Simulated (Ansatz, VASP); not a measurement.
# Al2O3 in VASP and in Ansatz

```
Al O
1.0
     2.38025    1.37424    4.33187
    -2.38025    1.37424    4.33187
     0.00000   -2.74848    4.33187
Al O
4 6
Direct
  0.35216 0.35216 0.35216
  0.14784 0.14784 0.14784
  0.64784 0.64784 0.64784
  0.85216 0.85216 0.85216
  0.55668 0.94332 0.25000
  0.25000 0.55668 0.94332
  0.94332 0.25000 0.55668
  0.44332 0.05668 0.75000
  0.75000 0.44332 0.05668
  0.05668 0.75000 0.44332
```

Alike in both runs: task relaxation of cell and atoms; functional r2SCAN; k mesh 5 × 5 × 5; no spin polarisation.

```csv
,VASP,Ansatz
version,VASP 6.6.1,Ansatz 0.2.0
potentials or method,"VASP PAW PBE potentials, release 64 (Al, O)","scalar-relativistic, plane waves, PAW"
plane-wave cutoff (eV),600,500
occupations,"gaussian, width 0.01 eV",fixed
valence electrons in the cell,48,48
```

Ansatz gave:

* gap on the k mesh at the Fermi level, each at its own relaxed structure (eV): 7.14
* relaxed volume (Å³/atom): 8.50
* relaxed length of the cell vector where the two differ most in proportion (Å): 5.130

Question: What did VASP give for the same quantities?

Answer: gap on the k mesh at the Fermi level, each at its own relaxed structure (eV): 7.20; relaxed volume (Å³/atom): 8.47; relaxed length of the cell vector where the two differ most in proportion (Å): 5.124.

VASP's potentials were made for PBE, not for r2SCAN.
